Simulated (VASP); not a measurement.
Crystal: HfN.

```
Hf N
1.0
     3.55740   -0.00757    0.02681
    -1.78526    3.00067   -0.01555
     0.08719   -0.00807   11.16675
Hf N
4 4
Direct
  0.33604 0.70297 0.49942
  0.31529 0.63821 0.98045
  0.61804 0.32364 0.25975
  0.69471 0.33285 0.76114
  0.29382 0.63153 0.18428
  0.34681 0.71574 0.69494
  0.65447 0.31855 0.42261
  0.74082 0.33651 0.94367
```

```yaml
Program: VASP 6.6.1
Task: relaxation of cell and atoms
Functional: PBE
Potentials_or_basis: VASP PAW PBE potentials, release 64 (Hf_pv, N)
Cutoff: 600 eV
k_mesh: 6 × 6 × 2
Occupations: gaussian, width 0.2 eV
Spin: no spin polarisation
```

At the start: pressure 8.4 GPa; volume 14.88 Å³/atom.

Question: Where does the relaxation end?

Answer: Over 26 steps the energy falls by 262.5 meV/atom and the volume is 14.77 Å³/atom (-0.7 %); space group P1 (No. 1, to 0.1 Å) before, P6_3mc (No. 186, to 0.1 Å).

Step by step:
| step | energy change (eV) | largest force (eV/Å) | pressure (GPa) | volume (Å³) |
| --- | --- | --- | --- | --- |
| 1 | 0.0000 | 6.9279 | 8.37 | 119.04 |
| 2 | -0.4393 | 2.5113 | -12.40 | 132.75 |
| 3 | -1.5367 | 1.5417 | -7.48 | 124.78 |
| 4 | -1.5415 | 1.5449 | -7.15 | 124.55 |
| 5 | -1.5435 | 1.5611 | -6.69 | 124.25 |
| 6 | -1.8864 | 0.9335 | 5.16 | 115.37 |
| 7 | -1.8984 | 1.0178 | 3.04 | 116.63 |
| 8 | -2.0025 | 0.4933 | 0.16 | 118.21 |
| 9 | -2.0025 | 0.4907 | 0.16 | 118.20 |
| 10 | -2.0384 | 0.3741 | -0.63 | 118.67 |
| 11 | -2.0457 | 0.4392 | -1.11 | 118.99 |
| 12 | -2.0656 | 0.2688 | 1.11 | 117.61 |
| 13 | -2.0659 | 0.2501 | 1.39 | 117.44 |
| 14 | -2.0820 | 0.1848 | 0.42 | 118.04 |
| 15 | -2.0844 | 0.1965 | -0.11 | 118.39 |
| 16 | -2.0892 | 0.1163 | -0.19 | 118.44 |
| 17 | -2.0897 | 0.1359 | -0.23 | 118.46 |
| 18 | -2.0924 | 0.0941 | 0.23 | 118.16 |
| 19 | -2.0933 | 0.0967 | 0.67 | 117.89 |
| 20 | -2.0951 | 0.1009 | 0.41 | 118.05 |
| 21 | -2.0969 | 0.1187 | -0.22 | 118.45 |
| 22 | -2.0981 | 0.0921 | -0.17 | 118.42 |
| 23 | -2.0993 | 0.0543 | -0.07 | 118.36 |
| 24 | -2.0994 | 0.0519 | -0.05 | 118.34 |
| 25 | -2.0999 | 0.0281 | 0.06 | 118.27 |
| 26 | -2.1002 | 0.0226 | 0.18 | 118.20 |

Final structure:
```
Hf N
1.0
     3.48306   -0.00232    0.00529
    -1.74520    3.01604   -0.00405
     0.01473   -0.00306   11.25564
Hf N
4 4
Direct
  0.33259 0.66726 0.49974
  0.33335 0.66597 0.99977
  0.66516 0.33273 0.24972
  0.66838 0.33432 0.74970
  0.33312 0.66524 0.18688
  0.33605 0.66777 0.68681
  0.66498 0.33359 0.43681
  0.66638 0.33313 0.93683
```
